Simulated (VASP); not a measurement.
# SnS2 (P-3m1) in VASP: a series of runs

SnS2 is run at these levels: HSE06; tasks: single point.

All numbers are computed with VASP 6.6.1; they aren't measurements. Logs are shortened: lines on timing, memory, paths and dates and some standing lists are left out, and cuts for length are marked.

### 1 The cell of the first run

The structure is trigonal, space group P-3m1 (No. 164). Conventional cell: a = 3.660 Å, b = 3.660 Å, c = 6.622 Å, α = 90.00°, β = 90.00°, γ = 120.00°. Sn (site symmetry -3m) has 6 S at 2.56 Å within 3.4 Å. S (site symmetry 3m) has 3 Sn at 2.56 Å within 3.4 Å.

### 2 Single point, HSE06 (25.61 Å³/atom)

The input, POSCAR:

```
SnS2
1.0
    3.6602385453      0.0000000000      0.0000000000
   -1.8301192727      3.1698595642      0.0000000000
    0.0000000000      0.0000000000      6.6223412356
Sn S
1 2
Direct
    0.0000000000      0.0000000000      0.0000000000
    0.3333333333      0.6666666667      0.2188894338
    0.6666666667      0.3333333333      0.7811105662
```

The input, INCAR.step1:

```
PREC     = Accurate       # precision mode
ENCUT    = 400            # plane-wave cutoff, eV
EDIFF    = 1E-5           # SCF threshold, eV
ISMEAR   = 0              # smearing method
SIGMA    = 0.02           # smearing width, eV
LREAL    = F              # projectors in reciprocal space
LASPH    = T              # aspherical terms in the spheres
NELM     = 120            # most SCF steps
ALGO     = Normal         # electronic algorithm
ISIF     = 2              # what is computed and relaxed
LWAVE    = T              # write WAVECAR
LCHARG   = F              # write CHGCAR
NBANDS   = 20             # bands
GGA      = PE             # functional
GGA_COMPAT= F            
KPAR     = 4
```

The input, INCAR.step2:

```
PREC     = Accurate       # precision mode
ENCUT    = 400            # plane-wave cutoff, eV
EDIFF    = 1E-6           # SCF threshold, eV
ISMEAR   = 0              # smearing method
SIGMA    = 0.02           # smearing width, eV
LREAL    = F              # projectors in reciprocal space
LASPH    = T              # aspherical terms in the spheres
NELM     = 120            # most SCF steps
ALGO     = Normal         # electronic algorithm
ISIF     = 2              # what is computed and relaxed
LWAVE    = F              # write WAVECAR
LCHARG   = F              # write CHGCAR
GGA      = PE             # functional
LHFCALC  = T              # exact exchange
HFSCREEN = 0.2079         # screening, 1/A
PRECFOCK = Normal       
NBANDS   = 20             # bands
ISTART   = 1            
GGA_COMPAT= F            
KPAR     = 4
```

The input, KPOINTS:

```
Automatic mesh
0
Gamma
  6 6 4
```

Potentials or basis: VASP PAW PBE potentials, release 64 (Sn_d, S).

Launch:

```bash
cat potpaw_PBE.64/Sn_d/POTCAR potpaw_PBE.64/S/POTCAR > POTCAR
cp INCAR.step1 INCAR
mpirun -np 4 vasp_std > vasp.out
cp INCAR.step2 INCAR
mpirun -np 4 vasp_std > vasp.out
```

OUTCAR:

```text
PREC = Accurate
   ENCUT = 400
   EDIFF = 1E-6
   ISMEAR = 0
   LREAL = F
   LASPH = T
   NELM = 120
   ISIF = 2
   GGA = PE
   LHFCALC = T
   HFSCREEN = 0.2079
   PRECFOCK = Normal
   ISTART = 1

 ion  position               nearest neighbor table
   1  0.000  0.000  0.000-   2 2.56   3 2.56   3 2.56   2 2.56   3 2.56   2 2.56
   2  0.333  0.667  0.219-   1 2.56   1 2.56   1 2.56
   3  0.667  0.333  0.781-   1 2.56   1 2.56   1 2.56

  LATTYP: Found a hexagonal cell.
 ALAT       =     3.6602385453
 C/A-ratio  =     1.8092649300

  Lattice vectors:

 A1 = (   3.6602385453,   0.0000000000,   0.0000000000)
 A2 = (  -1.8301192727,   3.1698595642,   0.0000000000)
 A3 = (   0.0000000000,   0.0000000000,   6.6223412356)

Analysis of symmetry for initial positions (statically):
=====================================================================
 Subroutine PRICEL returns:
 Original cell was already a primitive cell.

 Routine SETGRP: Setting up the symmetry group for a
 hexagonal supercell.

 Subroutine GETGRP returns: Found 12 space group operations
 (whereof 12 operations were pure point group operations)
 out of a pool of 24 trial point group operations.

The static configuration has the point symmetry D_3d.

Analysis of symmetry for dynamics (positions and initial velocities):
=====================================================================
 Subroutine PRICEL returns:
 Original cell was already a primitive cell.

 Routine SETGRP: Setting up the symmetry group for a
 hexagonal supercell.

 Subroutine GETGRP returns: Found 12 space group operations
 (whereof 12 operations were pure point group operations)
 out of a pool of 24 trial point group operations.

The dynamic configuration has the point symmetry D_3d.

 Subroutine INISYM returns: Found 12 space group operations
 (whereof 12 operations are pure point group operations),
 and found     1 'primitive' translations

----------------------------------------------------------------------------------------

                                     Primitive cell

  volume of cell :      76.8353

  direct lattice vectors                    reciprocal lattice vectors
     3.660238545  0.000000000  0.000000000     0.273206237  0.157735695  0.000000000
    -1.830119273  3.169859564  0.000000000     0.000000000  0.315471389  0.000000000
     0.000000000  0.000000000  6.622341236     0.000000000  0.000000000  0.151003998

  length of vectors
     3.660238545  3.660238545  6.622341236     0.315471389  0.315471389  0.151003998

  position of ions in fractional coordinates (direct lattice)
     0.000000000  0.000000000  0.000000000
     0.333333333  0.666666667  0.218889434
     0.666666667  0.333333333  0.781110566

  ion indices of the primitive-cell ions
   primitive index   ion index
                 1           1
                 2           2
                 3           3

----------------------------------------------------------------------------------------

 KPOINTS: Automatic mesh

Automatic generation of k-mesh.
 Grid dimensions read from file:
 generate k-points for:    6    6    4

 Generating k-lattice:

  Cartesian coordinates                     Fractional coordinates (reciprocal lattice)
     0.045534373  0.026289282  0.000000000     0.166666667  0.000000000  0.000000000
     0.000000000  0.052578565  0.000000000     0.000000000  0.166666667  0.000000000
     0.000000000  0.000000000  0.037750999     0.000000000  0.000000000  0.250000000

  Length of vectors
     0.052578565  0.052578565  0.037750999

  Shift w.r.t. Gamma in fractional coordinates (k-lattice)
     0.000000000  0.000000000  0.000000000

 Subroutine IBZKPT returns following result:
 ===========================================

 Found     24 irreducible k-points:

 Following reciprocal coordinates:
            Coordinates               Weight
  0.000000  0.000000  0.000000      1.000000
  0.166667 -0.000000  0.000000      6.000000
  0.333333 -0.000000  0.000000      6.000000
  0.500000  0.000000  0.000000      3.000000
  0.166667  0.166667  0.000000      6.000000
  0.333333  0.166667  0.000000     12.000000
[... 16 lines left out ...]
  0.333333  0.166667  0.500000     12.000000
  0.333333  0.333333  0.500000      2.000000
   k-points           NKPTS =     24   k-points in BZ     NKDIM =    144   number of bands    NBANDS=     20
   number of dos      NEDOS =    301   number of ions     NIONS =      3
   total plane-waves  NPLWV =  27648
   dimension x,y,z NGX =    24 NGY =   24 NGZ =   48
   dimension x,y,z NGXF=    48 NGYF=   48 NGZF=   96
   ions per type =               1   2
   NGX,Y,Z   is equivalent  to a cutoff of  10.90, 10.90, 12.05 a.u.
   NGXF,Y,Z  is equivalent  to a cutoff of  21.80, 21.80, 24.10 a.u.
 SYSTEM =  unknown system
   PREC   = accura    normal or accurate (medium, high low for compatibility)
   ISTART =      1    job   : 0-new  1-cont  2-samecut
   ICHARG =      0    charge: 1-file 2-atom 10-const
   ISPIN  =      1    spin polarized calculation?
   LNONCOLLINEAR =      F non collinear calculations
   LSORBIT =      F    spin-orbit coupling
   LASPH  =      T    aspherical Exc in radial PAW
   ENCUT  =  400.0 eV  29.40 Ry    5.42 a.u.   5.97  5.97 10.80*2*pi/ulx,y,z
   NELM   =    120;   NELMIN=  2; NELMDL=  0     # of ELM steps
   EDIFF  = 0.1E-05   stopping-criterion for ELM
   LREAL  =      F    real-space projection
   EDIFFG = 0.1E-04   stopping-criterion for IOM
   NSW    =      0    number of steps for IOM
   IBRION =     -1    ionic relax: 0-MD 1-quasi-New 2-CG
   NFREE  =      0    steps in history (QN), initial steepest desc. (CG)
   ISIF   =      2    stress and relaxation
   ISYM   =      3    0-nonsym 1-usesym 2-fastsym
   POTIM  = 0.5000    time-step for ionic-motion
   TEBEG  =    0.0;   TEEND  =   0.0 temperature during run
   PSTRESS=    0.0 pullay stress
   NELECT =      26.0000    total number of electrons
   NUPDOWN=      -1.0000    fix difference up-down
   EMIN   =  10.00;   EMAX   =-10.00  energy-range for DOS
   EFERMI =   0.00;   METHOD = LEGACY
   ISMEAR =     0;   SIGMA  =   0.02  broadening in eV -4-tet -1-fermi 0-gaus
   EFERMI_NEDOS =   21; number of points for ismear=-14 and -15
   IALGO  =     38    algorithm
   IMIX   =      1    mixing-type and parameters
     AMIX     =   0.40;   BMIX     =  1.00
     AMIX_MAG =   1.60;   BMIX_MAG =  1.00
  volume/ion in A,a.u.               =      25.61       172.84
  Fermi-wavevector in a.u.,A,eV,Ry     =   1.140807  2.155813 17.707184  1.301441
  Thomas-Fermi vector in A             =   2.277509
   LORBIT       =      0    0 simple, 1 ext, 2 COOP (PROOUT), +10 PAW based schemes
   GGA     = PE    functional components
   LHFCALC =     T    Hartree Fock is set to
   PRECFOCK=normal    Normal, Fast or Accurate (Low or Medium for compatibility)
   ENCUT4O =  -1.0   cutoff for four orbital integrals eV
   NKREDX  =     1    reduce k-point grid by
   NKREDY  =     1    reduce k-point grid by
   NKREDZ  =     1    reduce k-point grid by
   AEXX    =    0.2500 exact exchange contribution
   HFSCREEN=    0.2079 screening length (either q_TF or 0.3 A-1)
   HFSCREENC=   0.2079 screening length for correlation (either q_TF or 0.3 A-1)
   ENCUTFOCK=  -1.0 apply spherical cutoff to Coloumb kernel
   IVDW    =     0    specifies the selected vdW correction
   LEPSILON=     F    determine dielectric tensor
   LRPA    =     F    only Hartree local field effects (RPA)
 non-spin polarized calculation
 Gauss-broadening in eV      SIGMA  =   0.02
  energy-cutoff  :      400.00
  volume of cell :       76.84
 maximum number of plane-waves:      1416
  NGX = 18; NGY = 18; NGZ = 36

 number of electron      25.9999990 magnetization

 Free energy of the ion-electron system (eV)
  ---------------------------------------------------
  ext. energy  EPLUGINS =         0.00000000
  ---------------------------------------------------
  free energy    TOTEN  =       -16.22571505 eV

  energy without entropy =      -16.22571505  energy(sigma->0) =      -16.22571505

 E-fermi :   2.6959     XC(G=0):  -7.3592

 val. band max:        2.5774218641   @ k =   0.1667  -0.0000   0.0000
 cond. band min:       5.0639196856   @ k =   0.5000   0.0000   0.5000
 fundamental gap:      2.4864978215
 Fermi energy:         2.6958643159

 k-point     1 :       0.0000    0.0000    0.0000
  band No.  band energies     occupation
      1     -20.1460      2.00000
      2     -20.1460      2.00000
      3     -20.0834      2.00000
      4     -20.0560      2.00000
      5     -20.0560      2.00000
      6     -12.3512      2.00000
[... 12 lines left out ...]
     19      13.2428      0.00000
     20      13.2428      0.00000

 k-point     2 :       0.1667   -0.0000    0.0000
  band No.  band energies     occupation
      1     -20.1673      2.00000
      2     -20.1345      2.00000
      3     -20.0734      2.00000
      4     -20.0616      2.00000
      5     -20.0512      2.00000
      6     -12.0196      2.00000
[... 12 lines left out ...]
     19      12.6435      0.00000
     20      13.1789      0.00000

 k-point     3 :       0.3333   -0.0000    0.0000
  band No.  band energies     occupation
      1     -20.2134      2.00000
      2     -20.1214      2.00000
      3     -20.0834      2.00000
      4     -20.0388      2.00000
      5     -20.0310      2.00000
      6     -11.1207      2.00000
[... 12 lines left out ...]
     19      12.7398      0.00000
     20      13.4739      0.00000

 k-point     4 :       0.5000    0.0000    0.0000
  band No.  band energies     occupation
      1     -20.2369      2.00000
      2     -20.1192      2.00000
      3     -20.0906      2.00000
      4     -20.0247      2.00000
      5     -20.0164      2.00000
      6     -10.3201      2.00000
[... 429 lines left out ...]
 k-point    23 :       0.3333    0.1667    0.5000
  band No.  band energies     occupation
      1     -20.2145      2.00000
      2     -20.1378      2.00000
      3     -20.0767      2.00000
      4     -20.0385      2.00000
      5     -20.0215      2.00000
      6     -10.3880      2.00000
[... 12 lines left out ...]
     19      13.2412      0.00000
     20      13.7920      0.00000

 k-point    24 :       0.3333    0.3333    0.5000
  band No.  band energies     occupation
      1     -20.1794      2.00000
      2     -20.1794      2.00000
      3     -20.0499      2.00000
      4     -20.0499      2.00000
      5     -20.0314      2.00000
      6      -9.7323      2.00000
[... 12 lines left out ...]
     19      12.9402      0.00000
     20      13.2893      0.00000

------------------------ aborting loop because EDIFF is reached ----------------------------------------

  FORCE on cell =-STRESS in cart. coord.  units (eV):
  Direction    XX          YY          ZZ          XY          YZ          ZX
  --------------------------------------------------------------------------------------
  -------------------------------------------------------------------------------------
  Total       -0.0294977     -0.0294977     -0.0178513      0.0000000      0.0000000     -0.0000000
  in kB       -0.6150882     -0.6150882     -0.3722361      0.0000000      0.0000000     -0.0000000
  external PRESSURE =      -0.5341375 kB  Pullay stress =       0.0000000 kB

 VOLUME and BASIS-vectors are now :
 -----------------------------------------------------------------------------
  energy-cutoff  :      400.00
  volume of cell :       76.84
      direct lattice vectors                 reciprocal lattice vectors
     3.660238545  0.000000000  0.000000000     0.273206237  0.157735695  0.000000000
    -1.830119273  3.169859564  0.000000000     0.000000000  0.315471389  0.000000000
     0.000000000  0.000000000  6.622341236     0.000000000  0.000000000  0.151003998

 POSITION                                       TOTAL-FORCE (eV/Angst)
 -----------------------------------------------------------------------------------
      0.00000      0.00000      0.00000        -0.000000      0.000000      0.000000
     -0.00000      2.11324      1.44956        -0.000000      0.000000     -0.012039
      1.83012      1.05662      5.17278         0.000000     -0.000000      0.012039
 -----------------------------------------------------------------------------------
    total drift:                                0.000000     -0.000000     -0.000000

  FREE ENERGIE OF THE ION-ELECTRON SYSTEM (eV)
  ---------------------------------------------------
  free  energy   TOTEN  =       -16.2257150496 eV

  energy  without entropy=      -16.2257150496  energy(sigma->0) =      -16.22571505
```

Run time: 7.4 min. Hardware: 4 MPI ranks of Intel Xeon 6975P-C (Granite Rapids), shared host; peak memory 0.28 GiB.

Results:

- Free energy: -16.2257 eV
- Pressure: -0.1 GPa
- Largest force: 0.012 eV/Å
- Band gap on the k mesh: 2.49 eV (least direct gap 2.78 eV)

Forces on the atoms (eV/Å):
```
Sn   0.000  0.000  0.000
S    0.000  0.000 -0.012
S    0.000  0.000  0.012
```

Levels at points of the mesh, in eV from the valence-band top:
| k point | band 10 | band 11 | band 12 | band 13 | band 14 | band 15 | band 16 | band 17 |
| --- | --- | --- | --- | --- | --- | --- | --- | --- |
| (0.00, 0.00, 0.00) | -0.59 | -0.43 | -0.15 | -0.15 | 3.16 | 4.76 | 6.58 | 6.58 |
| (0.50, 0.00, 0.00) | -2.57 | -2.42 | -0.63 | -0.24 | 2.55 | 5.73 | 7.35 | 7.84 |
| (0.00, 0.00, 0.50) | -0.60 | -0.60 | -0.13 | -0.13 | 3.87 | 4.77 | 6.50 | 6.50 |
| (0.50, 0.00, 0.50) | -2.54 | -2.07 | -0.58 | -0.32 | 2.49 | 5.90 | 7.08 | 7.38 |

Caveat: the PAW data sets were made with another functional, which shifts forces and pressure a little; spin-orbit coupling is left out, which moves the levels of the heavy elements; this functional lacks dispersion, which binds the layers, so the pressure and a relaxed spacing across them are unreliable. A k mesh can miss the band edges.

### 3 Single point, HSE06 (27.99 Å³/atom)

This run uses another cell than the first one, of 27.99 Å³/atom.

The input, POSCAR:

```
SnS2
1.0
    3.6631420938      0.0000000000      0.0000000000
   -1.8315710469      3.1723741109      0.0000000000
    0.0000000000      0.0000000000      7.2253175014
Sn S
1 2
Direct
    0.0000000000      0.0000000000      0.0000000000
    0.3333333333      0.6666666667      0.2005624358
    0.6666666667      0.3333333333      0.7994375642
```

The input, INCAR.step1:

```
SYSTEM = SnS2
PREC = Accurate
ENCUT = 400
EDIFF = 1E-5
ISMEAR = 0
SIGMA = 0.02
LREAL = .FALSE.
LASPH = .TRUE.
NELM = 120
ALGO = Normal
ISIF = 2
LWAVE = .TRUE.
LCHARG = .FALSE.
GGA = PE
NBANDS = 20
GGA_COMPAT = .FALSE.
KPAR = 4
```

The input, INCAR.step2:

```
SYSTEM = SnS2
PREC = Accurate
ENCUT = 400
EDIFF = 1E-6
ISMEAR = 0
SIGMA = 0.02
LREAL = .FALSE.
LASPH = .TRUE.
NELM = 120
ALGO = Normal
ISIF = 2
LWAVE = .FALSE.
LCHARG = .FALSE.
GGA = PE
LHFCALC = .TRUE.
HFSCREEN = 0.2079
PRECFOCK = Normal
ISTART = 1
NBANDS = 20
GGA_COMPAT = .FALSE.
KPAR = 4
```

The input, KPOINTS:

```
Automatic mesh
0
G
  6 6 4
  0 0 0
```

Potentials or basis: VASP PAW PBE potentials, release 64 (Sn_d, S).

Launch:

```bash
cat potpaw_PBE.64/Sn_d/POTCAR potpaw_PBE.64/S/POTCAR > POTCAR
cp INCAR.step1 INCAR
mpirun -np 4 vasp_std > vasp.out
cp INCAR.step2 INCAR
mpirun -np 4 vasp_std > vasp.out
```

OUTCAR:

```text
SYSTEM = SnS2
   PREC = Accurate
   ENCUT = 400
   EDIFF = 1E-6
   ISMEAR = 0
   LREAL = .FALSE.
   LASPH = .TRUE.
   NELM = 120
   ISIF = 2
   GGA = PE
   LHFCALC = .TRUE.
   HFSCREEN = 0.2079
   PRECFOCK = Normal
   ISTART = 1

 ion  position               nearest neighbor table
   1  0.000  0.000  0.000-   2 2.56   3 2.56   2 2.56   3 2.56   3 2.56   2 2.56
   2  0.333  0.667  0.201-   1 2.56   1 2.56   1 2.56
   3  0.667  0.333  0.799-   1 2.56   1 2.56   1 2.56

  LATTYP: Found a hexagonal cell.
 ALAT       =     3.6631420938
[... 751 lines left out ...]

  FORCE on cell =-STRESS in cart. coord.  units (eV):
  Direction    XX          YY          ZZ          XY          YZ          ZX
  --------------------------------------------------------------------------------------
  -------------------------------------------------------------------------------------
  Total       -0.1173859     -0.1173859     -0.0987978     -0.0000000      0.0000000      0.0000000
  in kB       -2.2399138     -2.2399138     -1.8852236     -0.0000000      0.0000000      0.0000000
  external PRESSURE =      -2.1216837 kB  Pullay stress =       0.0000000 kB

 VOLUME and BASIS-vectors are now :
 -----------------------------------------------------------------------------
  energy-cutoff  :      400.00
  volume of cell :       83.96
      direct lattice vectors                 reciprocal lattice vectors
     3.663142094  0.000000000  0.000000000     0.272989683  0.157610667  0.000000000
    -1.831571047  3.172374111  0.000000000     0.000000000  0.315221334  0.000000000
     0.000000000  0.000000000  7.225317501     0.000000000  0.000000000  0.138402222

 POSITION                                       TOTAL-FORCE (eV/Angst)
 -----------------------------------------------------------------------------------
      0.00000      0.00000      0.00000         0.000000      0.000000      0.000000
     -0.00000      2.11492      1.44913         0.000000      0.000000     -0.010979
      1.83157      1.05746      5.77619        -0.000000      0.000000      0.010979
 -----------------------------------------------------------------------------------
    total drift:                               -0.000000     -0.000000      0.000001

  FREE ENERGIE OF THE ION-ELECTRON SYSTEM (eV)
  ---------------------------------------------------
  free  energy   TOTEN  =       -16.2251886018 eV

  energy  without entropy=      -16.2251886018  energy(sigma->0) =      -16.22518860
```

Wall time 31 min (4 MPI ranks of Intel Xeon Platinum 8259CL at 2.50GHz (Skylake/Cascade Lake), shared host); peak memory 0.28 GiB.

What came out:

```yaml
Free_energy: -16.2252 eV
Pressure: -0.2 GPa
Largest_force: 0.011 eV/Å
Band_gap_on_the_k_mesh: 2.50 eV (least direct gap 2.78 eV)
```

Forces on the atoms (eV/Å):
```
Sn   0.000  0.000  0.000
S    0.000  0.000 -0.011
S    0.000  0.000  0.011
```

Levels at points of the mesh, in eV from the valence-band top:
```tsv
k point	band 9	band 10	band 11	band 12	band 13	band 14	band 15	band 16	band 17	band 18
(0.00, 0.00, 0.00)	-0.66	-0.58	-0.58	-0.13	-0.13	3.25	4.77	6.56	6.56	8.26
(0.50, 0.00, 0.00)	-4.75	-2.54	-2.29	-0.57	-0.25	2.53	5.79	7.40	7.95	8.22
(0.00, 0.00, 0.50)	-1.13	-0.58	-0.58	-0.13	-0.13	3.72	4.77	6.54	6.54	8.33
(0.50, 0.00, 0.50)	-4.79	-2.54	-2.15	-0.56	-0.28	2.50	5.90	7.26	7.35	8.08
```

Caveat: the PAW data sets were made with another functional, which shifts forces and pressure a little; spin-orbit coupling is left out, which moves the levels of the heavy elements; this functional lacks dispersion, which binds the layers, so the pressure and a relaxed spacing across them are unreliable.
